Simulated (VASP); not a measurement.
# ZnInC2N2 (P-1) in VASP: single point with PBE

Aim: the single point of ZnInC2N2 with PBE.

Program: VASP 6.6.1. These are calculated values, not measurements. Logs are shortened: lines on timing, memory, paths and dates and some standing lists are left out, and cuts for length are marked.

## 1. The cell of the first run

The typed cell holds 6 atoms: a = 3.926 Å, b = 4.372 Å, c = 8.256 Å, α = 76.73°, β = 88.87°, γ = 71.81°.

## 2. Single point, PBE, collinear spin, ferromagnetic start

Contents of INCAR:

```
PREC = Accurate
ENCUT = 520
EDIFF = 1E-6
ISMEAR = 0
SIGMA = 0.1
LREAL = F
LASPH = T
NELM = 150
ALGO = Normal
ISIF = 2
LWAVE = F
LCHARG = T
ISPIN = 2
MAGMOM = 0 0 1 1 1 1
LORBIT = 11
GGA = PE
LELF = T
LVHAR = T
NBANDS = 34
```

Contents of KPOINTS:

```
Automatic mesh
0
Gamma
  6 4 2
```

Contents of POSCAR:

```
ZnInC2N2
1.0
    3.9257213800      0.0000000000      0.0000000000
    1.3651804300      4.1535458500      0.0000000000
    0.1632985700      1.9411947000      8.0233917700
Zn In C N
1 1 2 2
Direct
    0.5000000000      0.5000000000      0.5000000000
    0.0000000000      0.0000000000      0.0000000000
    0.8067973400      0.1932026600      0.1932026600
    0.1932026600      0.8067973400      0.8067973400
    0.6938302600      0.3061697400      0.3061697400
    0.3061697400      0.6938302600      0.6938302600
```

Potentials or basis: VASP PAW PBE potentials, release 64 (Zn, In_d, C, N).

Command:

```bash
cat potpaw_PBE.64/Zn/POTCAR potpaw_PBE.64/In_d/POTCAR potpaw_PBE.64/C/POTCAR potpaw_PBE.64/N/POTCAR > POTCAR
mpirun -np 1 vasp_std > vasp.out
```

OUTCAR:

```text
PREC = Accurate
   ENCUT = 520
   EDIFF = 1E-6
   ISMEAR = 0
   LREAL = F
   LASPH = T
   NELM = 150
   ISIF = 2
   ISPIN = 2
   LORBIT = 11
   GGA = PE

 ion  position               nearest neighbor table
   1  0.500  0.500  0.500-   5 2.01   6 2.01
   2  0.000  0.000  0.000-   3 2.00   4 2.00
   3  0.807  0.193  0.193-   5 1.17   2 2.00
   4  0.193  0.807  0.807-   6 1.17   2 2.00
   5  0.694  0.306  0.306-   3 1.17   1 2.01
   6  0.306  0.694  0.694-   4 1.17   1 2.01

  LATTYP: Found a triclinic cell.
 ALAT       =     6.7264838579
 B/A-ratio  =     0.5836216161
 C/A-ratio  =     1.2274608436
 COS(alpha) =     0.0197781939
 COS(beta)  =     0.1607362354
 COS(gamma) =     0.7865776417

  Lattice vectors:

 A1 = (  -5.2909018100,  -4.1535458500,   0.0000000000)
 A2 = (  -3.9257213800,   0.0000000000,   0.0000000000)
 A3 = (  -0.1632985700,  -1.9411947000,  -8.0233917700)

Analysis of symmetry for initial positions (statically):
=====================================================================
 Subroutine PRICEL returns:
 Original cell was already a primitive cell.

 Routine SETGRP: Setting up the symmetry group for a
 triclinic supercell.

 Subroutine GETGRP returns: Found  2 space group operations
 (whereof  2 operations were pure point group operations)
 out of a pool of  2 trial point group operations.

The static configuration has the point symmetry S_2 .

Analysis of symmetry for dynamics (positions and initial velocities):
=====================================================================
 Subroutine PRICEL returns:
 Original cell was already a primitive cell.

 Routine SETGRP: Setting up the symmetry group for a
 triclinic supercell.

 Subroutine GETGRP returns: Found  2 space group operations
 (whereof  2 operations were pure point group operations)
 out of a pool of  2 trial point group operations.

The dynamic configuration has the point symmetry S_2 .

Analysis of structural, dynamic, and magnetic symmetry:
=====================================================================
 Subroutine PRICEL returns:
 Original cell was already a primitive cell.

 Routine SETGRP: Setting up the symmetry group for a
 triclinic supercell.

 Subroutine GETGRP returns: Found  2 space group operations
 (whereof  2 operations were pure point group operations)
 out of a pool of  2 trial point group operations.

The overall configuration has the point symmetry S_2 .

 Subroutine INISYM returns: Found  2 space group operations
 (whereof  2 operations are pure point group operations),
 and found     1 'primitive' translations

----------------------------------------------------------------------------------------

                                     Primitive cell

  volume of cell :     130.8267

  direct lattice vectors                    reciprocal lattice vectors
     3.925721380  0.000000000  0.000000000     0.254730253 -0.083724309  0.015071942
     1.365180430  4.153545850  0.000000000     0.000000000  0.240758146 -0.058249485
     0.163298570  1.941194700  8.023391770     0.000000000  0.000000000  0.124635569

  length of vectors
     3.925721380  4.372146010  8.256495551     0.268559910  0.247704436  0.124635569

  position of ions in fractional coordinates (direct lattice)
     0.500000000  0.500000000  0.500000000
     0.000000000  0.000000000  0.000000000
     0.806797340  0.193202660  0.193202660
     0.193202660  0.806797340  0.806797340
     0.693830260  0.306169740  0.306169740
     0.306169740  0.693830260  0.693830260

  ion indices of the primitive-cell ions
   primitive index   ion index
                 1           1
                 2           2
                 3           3
                 4           4
                 5           5
                 6           6

[... 30 lines left out ...]
  0.333333 -0.000000  0.000000      2.000000
  0.500000 -0.000000  0.000000      1.000000
  0.000000  0.250000 -0.000000      2.000000
  0.166667  0.250000 -0.000000      2.000000
[... 16 lines left out ...]
 -0.333333  0.250000  0.500000      2.000000
 -0.166667  0.250000  0.500000      2.000000
 [... further k-points ...]
   k-points           NKPTS =     28   k-points in BZ     NKDIM =     28   number of bands    NBANDS=     34
   number of dos      NEDOS =    301   number of ions     NIONS =      6
   total plane-waves  NPLWV =  69120
   dimension x,y,z NGX =    30 NGY =   36 NGZ =   64
   dimension x,y,z NGXF=    60 NGYF=   72 NGZF=  128
   ions per type =               1   1   2   2
   NGX,Y,Z   is equivalent  to a cutoff of  12.70, 13.69, 12.89 a.u.
   NGXF,Y,Z  is equivalent  to a cutoff of  25.41, 27.38, 25.77 a.u.
 SYSTEM =  unknown system
   PREC   = accura    normal or accurate (medium, high low for compatibility)
   ISTART =      0    job   : 0-new  1-cont  2-samecut
   ICHARG =      2    charge: 1-file 2-atom 10-const
   ISPIN  =      2    spin polarized calculation?
   LNONCOLLINEAR =      F non collinear calculations
   LSORBIT =      F    spin-orbit coupling
   LASPH  =      T    aspherical Exc in radial PAW
   ENCUT  =  520.0 eV  38.22 Ry    6.18 a.u.   7.30  8.13 15.35*2*pi/ulx,y,z
   NELM   =    150;   NELMIN=  2; NELMDL= -5     # of ELM steps
   EDIFF  = 0.1E-05   stopping-criterion for ELM
   LREAL  =      F    real-space projection
   EDIFFG = 0.1E-04   stopping-criterion for IOM
   NSW    =      0    number of steps for IOM
   IBRION =     -1    ionic relax: 0-MD 1-quasi-New 2-CG
   NFREE  =      0    steps in history (QN), initial steepest desc. (CG)
   ISIF   =      2    stress and relaxation
   ISYM   =      2    0-nonsym 1-usesym 2-fastsym
   POTIM  = 0.5000    time-step for ionic-motion
   TEBEG  =    0.0;   TEEND  =   0.0 temperature during run
   PSTRESS=    0.0 pullay stress
   NELECT =      43.0000    total number of electrons
   NUPDOWN=      -1.0000    fix difference up-down
   EMIN   =  10.00;   EMAX   =-10.00  energy-range for DOS
   EFERMI =   0.00;   METHOD = LEGACY
   ISMEAR =     0;   SIGMA  =   0.10  broadening in eV -4-tet -1-fermi 0-gaus
   EFERMI_NEDOS =   21; number of points for ismear=-14 and -15
   IALGO  =     38    algorithm
   IMIX   =      4    mixing-type and parameters
     AMIX     =   0.40;   BMIX     =  1.00
     AMIX_MAG =   1.60;   BMIX_MAG =  1.00
  volume/ion in A,a.u.               =      21.80       147.14
  Fermi-wavevector in a.u.,A,eV,Ry     =   1.129793  2.134999 17.366910  1.276432
  Thomas-Fermi vector in A             =   2.266487
   LORBIT       =     11    0 simple, 1 ext, 2 COOP (PROOUT), +10 PAW based schemes
   GGA     = PE    functional components
   LHFCALC =     F    Hartree Fock is set to
   AEXX    =    0.0000 exact exchange contribution
   IVDW    =     0    specifies the selected vdW correction
   LEPSILON=     F    determine dielectric tensor
   LRPA    =     F    only Hartree local field effects (RPA)
 spin polarized calculation
 Gauss-broadening in eV      SIGMA  =   0.10
  energy-cutoff  :      520.00
  volume of cell :      130.83
 maximum number of plane-waves:      3534
 NGX is ok and might be reduce to    30
   NGX = 15   NGY = 17   NGZ = 31

 number of electron      43.0000023 magnetization       0.0001873

 Free energy of the ion-electron system (eV)
  ---------------------------------------------------
  ext. energy  EPLUGINS =         0.00000000
  ---------------------------------------------------
  free energy    TOTEN  =       -31.88836363 eV

  energy without entropy =      -31.87095728  energy(sigma->0) =      -31.87966046

 E-fermi :   2.0919     XC(G=0):  -7.9972

 val. band max:        2.0825818781   @ k =   0.3333  -0.0000   0.0000
 cond. band min:       2.0999406389   @ k =   0.5000   0.5000   0.5000
 fundamental gap:      0.0173587608
 Fermi energy:         2.0919105147

 spin component 1

 k-point     1 :       0.0000    0.0000    0.0000
  band No.  band energies     occupation
      1     -17.6914      1.00000
      2     -17.6128      1.00000
      3     -14.3229      1.00000
      4     -13.6151      1.00000
      5     -13.5730      1.00000
      6     -13.5432      1.00000
[... 853 lines left out ...]
     32       9.4744      0.00000
     33      10.0713      0.00000

 [... further k-points ...]

 spin component 2

 k-point     1 :       0.0000    0.0000    0.0000
  band No.  band energies     occupation
      1     -17.6914      1.00000
      2     -17.6128      1.00000
      3     -14.3228      1.00000
      4     -13.6149      1.00000
      5     -13.5729      1.00000
      6     -13.5431      1.00000
[... 853 lines left out ...]
     32       9.4746      0.00000
     33      10.0715      0.00000

 [... further k-points ...]

 [bands above 33 left out]

------------------------ aborting loop because EDIFF is reached ----------------------------------------

  FORCE on cell =-STRESS in cart. coord.  units (eV):
  Direction    XX          YY          ZZ          XY          YZ          ZX
  --------------------------------------------------------------------------------------
  -------------------------------------------------------------------------------------
  Total       -2.4366877      2.9204478      4.3631838     -0.9775541      2.9905815     -1.2789225
  in kB      -29.8410418     35.7654377     53.4339904    -11.9716747     36.6243346    -15.6624010
  external PRESSURE =      19.7861288 kB  Pullay stress =       0.0000000 kB

 VOLUME and BASIS-vectors are now :
 -----------------------------------------------------------------------------
  energy-cutoff  :      520.00
  volume of cell :      130.83
      direct lattice vectors                 reciprocal lattice vectors
     3.925721380  0.000000000  0.000000000     0.254730253 -0.083724309  0.015071942
     1.365180430  4.153545850  0.000000000     0.000000000  0.240758146 -0.058249485
     0.163298570  1.941194700  8.023391770     0.000000000  0.000000000  0.124635569

 POSITION                                       TOTAL-FORCE (eV/Angst)
 -----------------------------------------------------------------------------------
      2.72710      3.04737      4.01170         0.000000      0.000000      0.000000
      0.00000      0.00000      0.00000         0.000000      0.000000      0.000000
      3.46257      1.17752      1.55014         0.538627     -0.938269     -1.196610
      1.99163      4.91722      6.47325        -0.538627      0.938269      1.196610
      3.19176      1.86603      2.45652        -0.770327      1.634736      2.431402
      2.26244      4.22872      5.56687         0.770327     -1.634736     -2.431402
 -----------------------------------------------------------------------------------
    total drift:                               -0.000000      0.000000      0.000000

  FREE ENERGIE OF THE ION-ELECTRON SYSTEM (eV)
  ---------------------------------------------------
  free  energy   TOTEN  =       -31.8883636345 eV

  energy  without entropy=      -31.8709572781  energy(sigma->0) =      -31.87966046

 total charge

# of ion       s       p       d       tot
------------------------------------------
    1        0.533   0.275   9.789  10.597
    2        0.795   0.873   9.881  11.548
    3        0.942   1.647   0.000   2.589
    4        0.942   1.647   0.000   2.589
    5        1.305   2.576   0.000   3.881
    6        1.305   2.576   0.000   3.881
--------------------------------------------------
tot          5.820   9.595  19.670  35.085

 magnetization (x)

# of ion       s       p       d       tot
------------------------------------------
    1       -0.000  -0.000  -0.000  -0.000
    2        0.000   0.000   0.000   0.000
    3        0.000   0.000   0.000   0.000
    4        0.000   0.000   0.000   0.000
    5       -0.000  -0.000   0.000  -0.000
    6       -0.000  -0.000   0.000  -0.000
--------------------------------------------------
tot         -0.000   0.000  -0.000  -0.000
```

It took 5.3 min on 1 thread of Intel Xeon Platinum 8375C at 2.90GHz (Ice Lake), shared host; peak memory 0.42 GiB.

What came out:

```
Free energy                                           : -31.8884 eV
Pressure                                              : 2.0 GPa
Largest force                                         : 3.029 eV/Å
Net moment                                            : 0.00 μB per cell
Valence electrons inside the program's atomic spheres : Zn 10.60; In 11.55; C 2.59; N 3.88
```

Forces in eV/Å, atoms in the order of the input:
```
Zn   0.000  0.000  0.000
In   0.000  0.000  0.000
C    0.539 -0.938 -1.197
C   -0.539  0.938  1.197
N   -0.770  1.635  2.431
N    0.770 -1.635 -2.431
```

Stress tensor (GPa, compression positive):
```
-2.98 -1.20 -1.57
-1.20  3.58  3.66
-1.57  3.66  5.34
```

Caveat: the k points lie up to 0.39 Å⁻¹ apart; spin-orbit coupling is left out, which moves the levels of the heavy elements; forces of over 1 eV/Å act on the atoms, so gaps and moduli don't describe the material at rest.
